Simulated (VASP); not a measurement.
# SnS3: single point with PBE

Crystal: SnS3.

```
Sn S
1.0
    -4.90024    4.90024    2.60102
     4.90024   -4.90024    2.60102
     4.90024    4.90024   -2.60102
Sn S
2 6
Cartesian
  0.0000 0.0000 0.0000
  0.0000 4.9002 1.3005
  0.0000 0.0000 2.6010
  2.4501 4.9002 1.9508
  -2.4501 4.9002 1.9508
  0.0000 7.3504 0.6503
  0.0000 2.4501 0.6503
  4.9002 0.0000 1.3005
```

```json
{"Program": "VASP 6.6.1", "Task": "single point", "Functional": "PBE", "Potentials or basis": "VASP PAW PBE potentials, release 64 (Sn_d, S)", "Cutoff": "520 eV", "k mesh": "8 × 8 × 8", "Occupations": "gaussian, width 0.1 eV", "Spin": "no spin polarisation", "Dipole correction": "no", "Further INCAR settings": "ALGO = Normal; EDIFF = 1e-06; NBANDS = 42"}
```

```yaml
Pressure: -0.1 GPa
Band_gap_on_the_k_mesh: zero (band 32 reaches 1.51 eV, above the bottom of band 33 at 1.44 eV)
```

Levels at points of the mesh, in eV from the Fermi level:
```csv
k point,band 29,band 30,band 31,band 32,band 33,band 34,band 35,band 36
"(0.00, 0.00, 0.00)",-0.74,-0.65,-0.65,-0.08,0.15,0.37,0.37,3.30
"(0.50, 0.00, 0.00)",-0.87,-0.58,-0.17,-0.10,0.24,0.61,1.17,2.80
"(0.50, 0.50, 0.00)",-0.42,-0.42,-0.37,-0.37,0.13,0.13,0.25,0.25
"(0.50, 0.50, 0.50)",-0.77,-0.77,-0.50,-0.50,0.16,0.16,1.57,1.57
```

Run time: 7.2 min on 1 thread of Intel(R) Xeon(R) 6975P-C (Granite Rapids), on a shared host, peak memory 0.72 GiB.

Caveat: spin-orbit coupling is left out, which moves the levels of the heavy elements.
